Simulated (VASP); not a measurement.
# TlCl in VASP: single point with PBE

Aim: the single point of TlCl with PBE.

Everything below comes from runs of VASP 6.6.1. Logs are shortened: lines on timing, memory, paths and dates and some standing lists are left out, and cuts for length are marked.

**1. The cell of the first run**

The cell holds a slab with vacuum, 8 atoms: a = 3.897 Å, b = 5.512 Å, c = 23.267 Å, α = 90.00°, β = 90.00°, γ = 90.00°.

**2. Single point, PBE**

File INCAR:

```
SYSTEM = TlCl
PREC = Accurate
ENCUT = 520
EDIFF = 1E-6
ISMEAR = 0
SIGMA = 0.05
LREAL = .FALSE.
LASPH = .TRUE.
NELM = 100
ALGO = Normal
ISIF = 2
LWAVE = .FALSE.
LCHARG = .FALSE.
LDIPOL = .TRUE.
IDIPOL = 3
DIPOL = 0.5 0.5 0.500
GGA = PE
NBANDS = 50
```

File KPOINTS:

```
regular mesh
0
G
  7 5 1
  0 0 0
```

File POSCAR:

```
TlCl
1.0
    3.8972442673      0.0000000000      0.0000000000
    0.0000000000      5.5115356986      0.0000000000
    0.0000000000      0.0000000000     23.2673035480
Tl Cl
4 4
Direct
    0.0000000000      0.5000000000      0.3252174325
    0.0000000000      0.0000000000      0.4380884121
    0.0000000000      0.5000000000      0.5619124965
    0.0000000000      0.0000000000      0.6747833614
    0.5000000000      0.0000000000      0.3283398319
    0.5000000000      0.5000000000      0.4342995590
    0.5000000000      0.0000000000      0.5656995096
    0.5000000000      0.5000000000      0.6716593970
```

Potentials or basis: VASP PAW PBE potentials, release 64 (Tl_d, Cl).

Launch:

```sh
$ cat potpaw_PBE.64/Tl_d/POTCAR potpaw_PBE.64/Cl/POTCAR > POTCAR
$ mpirun -np 1 vasp_std > vasp.out
```

OUTCAR:

```text
SYSTEM = TlCl
   PREC = Accurate
   ENCUT = 520
   EDIFF = 1E-6
   ISMEAR = 0
   LREAL = .FALSE.
   LASPH = .TRUE.
   NELM = 100
   ISIF = 2
   GGA = PE

 ion  position               nearest neighbor table
   1  0.000  0.500  0.325-   6 3.20   6 3.20   5 3.38   5 3.38   5 3.38   5 3.38   2 3.81   2 3.81

   2  0.000  0.000  0.438-   5 3.21   5 3.21   6 3.38   6 3.38   6 3.38   6 3.38   1 3.81   1 3.81
                             3 3.99   3 3.99
   3  0.000  0.500  0.562-   8 3.21   8 3.21   7 3.38   7 3.38   7 3.38   7 3.38   4 3.81   4 3.81
                             2 3.99   2 3.99
   4  0.000  0.000  0.675-   7 3.20   7 3.20   8 3.38   8 3.38   8 3.38   8 3.38   3 3.81   3 3.81

   5  0.500  0.000  0.328-   2 3.21   2 3.21   1 3.38   1 3.38   1 3.38   1 3.38
   6  0.500  0.500  0.434-   1 3.20   1 3.20   2 3.38   2 3.38   2 3.38   2 3.38
   7  0.500  0.000  0.566-   4 3.20   4 3.20   3 3.38   3 3.38   3 3.38   3 3.38
   8  0.500  0.500  0.672-   3 3.21   3 3.21   4 3.38   4 3.38   4 3.38   4 3.38

  LATTYP: Found a simple orthorhombic cell.
 ALAT       =     3.8972442673
 B/A-ratio  =     1.4142135623
 C/A-ratio  =     5.9701937965

  Lattice vectors:

 A1 = (   3.8972442673,   0.0000000000,   0.0000000000)
 A2 = (   0.0000000000,   5.5115356986,   0.0000000000)
 A3 = (   0.0000000000,   0.0000000000,  23.2673035480)

Analysis of symmetry for initial positions (statically):
=====================================================================
 Subroutine PRICEL returns:
 Original cell was already a primitive cell.

 Routine SETGRP: Setting up the symmetry group for a
 simple orthorhombic supercell.

 Subroutine GETGRP returns: Found  8 space group operations
 (whereof  4 operations were pure point group operations)
 out of a pool of  8 trial point group operations.

The static configuration has the point symmetry C_2v.
 The point group associated with its full space group is D_2h.

Analysis of symmetry for dynamics (positions and initial velocities):
=====================================================================
 Subroutine PRICEL returns:
 Original cell was already a primitive cell.

 Routine SETGRP: Setting up the symmetry group for a
 simple orthorhombic supercell.

 Subroutine GETGRP returns: Found  8 space group operations
 (whereof  4 operations were pure point group operations)
 out of a pool of  8 trial point group operations.

The dynamic configuration has the point symmetry C_2v.
 The point group associated with its full space group is D_2h.

 Subroutine INISYM returns: Found  8 space group operations
 (whereof  4 operations are pure point group operations),
 and found     1 'primitive' translations

----------------------------------------------------------------------------------------

                                     Primitive cell

  volume of cell :     499.7770

  direct lattice vectors                    reciprocal lattice vectors
     3.897244267  0.000000000  0.000000000     0.256591564  0.000000000  0.000000000
     0.000000000  5.511535699  0.000000000     0.000000000  0.181437635  0.000000000
     0.000000000  0.000000000 23.267303548     0.000000000  0.000000000  0.042978766

  length of vectors
     3.897244267  5.511535699 23.267303548     0.256591564  0.181437635  0.042978766

  position of ions in fractional coordinates (direct lattice)
     0.000000000  0.500000000  0.325217432
     0.000000000  0.000000000  0.438088412
     0.000000000  0.500000000  0.561912496
     0.000000000  0.000000000  0.674783361
     0.500000000  0.000000000  0.328339832
     0.500000000  0.500000000  0.434299559
     0.500000000  0.000000000  0.565699510
     0.500000000  0.500000000  0.671659397

  ion indices of the primitive-cell ions
   primitive index   ion index
                 1           1
                 2           2
                 3           3
                 4           4
                 5           5
                 6           6
                 7           7
                 8           8

----------------------------------------------------------------------------------------

 KPOINTS: regular mesh

Automatic generation of k-mesh.
 Grid dimensions read from file:
 generate k-points for:    7    5    1

 Generating k-lattice:

  Cartesian coordinates                     Fractional coordinates (reciprocal lattice)
     0.036655938  0.000000000  0.000000000     0.142857143  0.000000000  0.000000000
     0.000000000  0.036287527  0.000000000     0.000000000  0.200000000  0.000000000
     0.000000000  0.000000000  0.042978766     0.000000000  0.000000000  1.000000000

  Length of vectors
     0.036655938  0.036287527  0.042978766

  Shift w.r.t. Gamma in fractional coordinates (k-lattice)
     0.000000000  0.000000000  0.000000000

 Subroutine IBZKPT returns following result:
 ===========================================

 Found     12 irreducible k-points:

 Following reciprocal coordinates:
            Coordinates               Weight
  0.000000  0.000000  0.000000      1.000000
  0.142857  0.000000  0.000000      2.000000
  0.285714  0.000000  0.000000      2.000000
  0.428571  0.000000  0.000000      2.000000
  0.000000  0.200000  0.000000      2.000000
  0.142857  0.200000  0.000000      4.000000
  0.285714  0.200000  0.000000      4.000000
  0.428571  0.200000  0.000000      4.000000
  0.000000  0.400000  0.000000      2.000000
  0.142857  0.400000  0.000000      4.000000
  0.285714  0.400000  0.000000      4.000000
  0.428571  0.400000  0.000000      4.000000
   k-points           NKPTS =     12   k-points in BZ     NKDIM =     12   number of bands    NBANDS=     50
   number of dos      NEDOS =    301   number of ions     NIONS =      8
   total plane-waves  NPLWV = 226800
   dimension x,y,z NGX =    30 NGY =   42 NGZ =  180
   dimension x,y,z NGXF=    60 NGYF=   84 NGZF=  360
   ions per type =               4   4
   NGX,Y,Z   is equivalent  to a cutoff of  12.80, 12.67, 12.86 a.u.
   NGXF,Y,Z  is equivalent  to a cutoff of  25.59, 25.34, 25.72 a.u.
 SYSTEM =  TlCl
   PREC   = accura    normal or accurate (medium, high low for compatibility)
   ISTART =      0    job   : 0-new  1-cont  2-samecut
   ICHARG =      2    charge: 1-file 2-atom 10-const
   ISPIN  =      1    spin polarized calculation?
   LNONCOLLINEAR =      F non collinear calculations
   LSORBIT =      F    spin-orbit coupling
   LASPH  =      T    aspherical Exc in radial PAW
   ENCUT  =  520.0 eV  38.22 Ry    6.18 a.u.   7.25 10.25 43.26*2*pi/ulx,y,z
   NELM   =    100;   NELMIN=  2; NELMDL= -5     # of ELM steps
   EDIFF  = 0.1E-05   stopping-criterion for ELM
   LREAL  =      F    real-space projection
   EDIFFG = 0.1E-04   stopping-criterion for IOM
   NSW    =      0    number of steps for IOM
   IBRION =     -1    ionic relax: 0-MD 1-quasi-New 2-CG
   NFREE  =      0    steps in history (QN), initial steepest desc. (CG)
   ISIF   =      2    stress and relaxation
   ISYM   =      2    0-nonsym 1-usesym 2-fastsym
   POTIM  = 0.5000    time-step for ionic-motion
   TEBEG  =    0.0;   TEEND  =   0.0 temperature during run
   PSTRESS=    0.0 pullay stress
   NELECT =      80.0000    total number of electrons
   NUPDOWN=      -1.0000    fix difference up-down
   EMIN   =  10.00;   EMAX   =-10.00  energy-range for DOS
   EFERMI =   0.00;   METHOD = LEGACY
   ISMEAR =     0;   SIGMA  =   0.05  broadening in eV -4-tet -1-fermi 0-gaus
   EFERMI_NEDOS =   21; number of points for ismear=-14 and -15
   IALGO  =     38    algorithm
   IMIX   =      4    mixing-type and parameters
     AMIX     =   0.40;   BMIX     =  1.00
     AMIX_MAG =   1.60;   BMIX_MAG =  1.00
  volume/ion in A,a.u.               =      62.47       421.58
  Fermi-wavevector in a.u.,A,eV,Ry     =   0.888886  1.679751 10.750212  0.790118
  Thomas-Fermi vector in A             =   2.010374
   LORBIT       =      0    0 simple, 1 ext, 2 COOP (PROOUT), +10 PAW based schemes
   GGA     = PE    functional components
   LHFCALC =     F    Hartree Fock is set to
   AEXX    =    0.0000 exact exchange contribution
   IVDW    =     0    specifies the selected vdW correction
   LEPSILON=     F    determine dielectric tensor
   LRPA    =     F    only Hartree local field effects (RPA)
 non-spin polarized calculation
 Gauss-broadening in eV      SIGMA  =   0.05
  energy-cutoff  :      520.00
  volume of cell :      499.78
 maximum number of plane-waves:     13505
 NGX is ok and might be reduce to    30
   NGX = 15   NGY = 21   NGZ = 87

 dipolmoment           0.000000      0.000000     -0.000000 electrons x Angstroem

 number of electron      79.9999981 magnetization

 dipolmoment           0.000000      0.000000      0.000587 electrons x Angstroem

 Free energy of the ion-electron system (eV)
  ---------------------------------------------------
  ext. energy  EPLUGINS =         0.00000000
  ---------------------------------------------------
  free energy    TOTEN  =       -23.77308010 eV

  energy without entropy =      -23.77308010  energy(sigma->0) =      -23.77308010

 E-fermi :  -1.9504     XC(G=0):  -4.6547

 val. band max:       -2.1790674892   @ k =   0.4286   0.0000   0.0000
 cond. band min:       0.6763021527   @ k =   0.4286   0.0000   0.0000
 fundamental gap:      2.8553696419
 Fermi energy:        -1.9504074224

 k-point     1 :       0.0000    0.0000    0.0000
  band No.  band energies     occupation
      1     -15.4245      2.00000
      2     -15.3328      2.00000
      3     -14.9546      2.00000
      4     -14.9513      2.00000
      5     -11.8823      2.00000
      6     -11.8784      2.00000
[... 42 lines left out ...]
     49       4.6437      0.00000
     50       4.9426      0.00000
[... 581 lines left out ...]
     49       3.6544      0.00000
     50       4.0618      0.00000

------------------------ aborting loop because EDIFF is reached ----------------------------------------

 vacuum level on the upper side and lower side of the slab       (xc-potential included)        -0.094        -0.099

  FORCE on cell =-STRESS in cart. coord.  units (eV):
  Direction    XX          YY          ZZ          XY          YZ          ZX
  --------------------------------------------------------------------------------------
  -------------------------------------------------------------------------------------
  Total       -0.3676617     -1.0933604     -0.0450474      0.0000000      0.0000000      0.0000000
  in kB       -1.1786442     -3.5050775     -0.1444122      0.0000000      0.0000000      0.0000000
  external PRESSURE =      -1.6093780 kB  Pullay stress =       0.0000000 kB

 VOLUME and BASIS-vectors are now :
 -----------------------------------------------------------------------------
  energy-cutoff  :      520.00
  volume of cell :      499.78
      direct lattice vectors                 reciprocal lattice vectors
     3.897244267  0.000000000  0.000000000     0.256591564  0.000000000  0.000000000
     0.000000000  5.511535699  0.000000000     0.000000000  0.181437635  0.000000000
     0.000000000  0.000000000 23.267303548     0.000000000  0.000000000  0.042978766

 POSITION                                       TOTAL-FORCE (eV/Angst)
 -----------------------------------------------------------------------------------
      0.00000      2.75577      7.56693         0.000000      0.000000      0.005097
      0.00000      0.00000     10.19314         0.000000      0.000000      0.002901
      0.00000      2.75577     13.07419         0.000000      0.000000     -0.002901
      0.00000      0.00000     15.70039         0.000000      0.000000     -0.005097
      1.94862      0.00000      7.63958         0.000000      0.000000     -0.016439
      1.94862      2.75577     10.10498         0.000000      0.000000      0.006940
      1.94862      0.00000     13.16230         0.000000      0.000000     -0.006940
      1.94862      2.75577     15.62770         0.000000      0.000000      0.016439
 -----------------------------------------------------------------------------------
    total drift:                                0.000000     -0.000000      0.106366

  FREE ENERGIE OF THE ION-ELECTRON SYSTEM (eV)
  ---------------------------------------------------
  free  energy   TOTEN  =       -23.7730801028 eV

  energy  without entropy=      -23.7730801028  energy(sigma->0) =      -23.77308010

 vacuum level on the upper side and lower side of the slab         3.598         3.593
```

It took 14 min on 1 thread of AMD EPYC 7R13, shared host; peak memory 0.59 GiB.

What came out:

| Quantity | Value |
| --- | --- |
| Free energy | -23.7731 eV |
| Largest force | 0.016 eV/Å |
| Band gap on the k mesh | 2.86 eV |

Forces on the atoms (eV/Å):
```
Tl   0.000  0.000  0.005
Tl   0.000  0.000  0.003
Tl   0.000  0.000 -0.003
Tl   0.000  0.000 -0.005
Cl   0.000  0.000 -0.016
Cl   0.000  0.000  0.007
Cl   0.000  0.000 -0.007
Cl   0.000  0.000  0.016
```

Caveat: spin-orbit coupling is left out, which moves the levels of the heavy elements.
